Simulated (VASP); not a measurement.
## CdTe: single point with PBE

Crystal: CdTe.

```
Cd Te
1.0
     0.00000    2.91420    2.91420
     2.91420    0.00000    2.91420
     2.91420    2.91420    0.00000
Cd Te
1 1
Direct
  0.00000 0.00000 0.00000
  0.75000 0.75000 0.75000
```

```yaml
Program: VASP 6.6.1
Task: single point
Functional: PBE
Potentials_or_basis: VASP PAW PBE potentials, release 64 (Cd, Te)
Cutoff: 520 eV
k_mesh: 8 × 8 × 8
Occupations: fermi-dirac, width 0.03 eV
Spin: no spin polarisation
Dipole_correction: no
Further_INCAR_settings: ALGO = Normal; EDIFF = 1e-06; NBANDS = 16
```

```
Pressure               : 33.7 GPa
Band gap on the k mesh : 1.69 eV, indirect (least direct gap 1.76 eV)
```

Levels at points of the mesh, in eV from the valence-band top:
| k point | band 6 | band 7 | band 8 | band 9 | band 10 | band 11 | band 12 | band 13 |
| --- | --- | --- | --- | --- | --- | --- | --- | --- |
| (0.00, 0.00, 0.00) | -9.45 | 0.00 | 0.00 | 0.00 | 1.76 | 4.16 | 4.16 | 4.16 |
| (0.50, 0.00, 0.00) | -8.77 | -6.73 | -1.40 | -1.40 | 2.05 | 4.85 | 4.85 | 6.73 |
| (0.50, 0.50, 0.00) | -8.49 | -6.16 | -3.27 | -3.27 | 1.69 | 2.23 | 10.72 | 10.72 |

Wall time 9.5 s on 1 thread of Intel(R) Xeon(R) 6975P-C (Granite Rapids), on a shared host, peak memory 0.18 GiB.

Caveat: spin-orbit coupling is left out, which moves the levels of the heavy elements. A k mesh can miss the band edges.
